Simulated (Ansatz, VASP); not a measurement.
KMgF3: VASP beside Ansatz

```
K Mg F
1.0
     3.98590    0.00000    0.00000
     0.00000    3.98590    0.00000
     0.00000    0.00000    3.98590
K Mg F
1 1 3
Cartesian
  1.9929 1.9929 1.9929
  0.0000 0.0000 0.0000
  1.9929 0.0000 0.0000
  0.0000 1.9929 0.0000
  0.0000 0.0000 1.9929
```

Alike in both runs: task relaxation of the atoms; functional PBE; k mesh 6 × 6 × 6; occupations fermi-dirac, width 0.02 eV; no spin polarisation.

|  | VASP | Ansatz |
| --- | --- | --- |
| version | VASP 6.6.1 | Ansatz 0.2.0 |
| potentials or method | VASP PAW PBE potentials, release 64 (K_sv, Mg, F) | plane-wave PAW, scalar-relativistic |
| plane-wave cutoff (eV) | 520 | 420 |
| valence electrons in the cell | 32 | 40 |

Ansatz gave:

| Item | Value |
| --- | --- |
| gap on the k mesh at the Fermi level, each at its own relaxed structure (eV) | 7.33 |

Q: What did VASP give for the same quantities?

A: gap on the k mesh at the Fermi level, each at its own relaxed structure (eV): 7.30.

VASP's potentials hold 32 valence electrons a cell and Ansatz's 40, so a difference there can come from the potentials and not from the codes. Ansatz's warnings: stress scf threshold loose.

Noted on VASP's run: the relaxation stopped at its first step, so nothing moved.
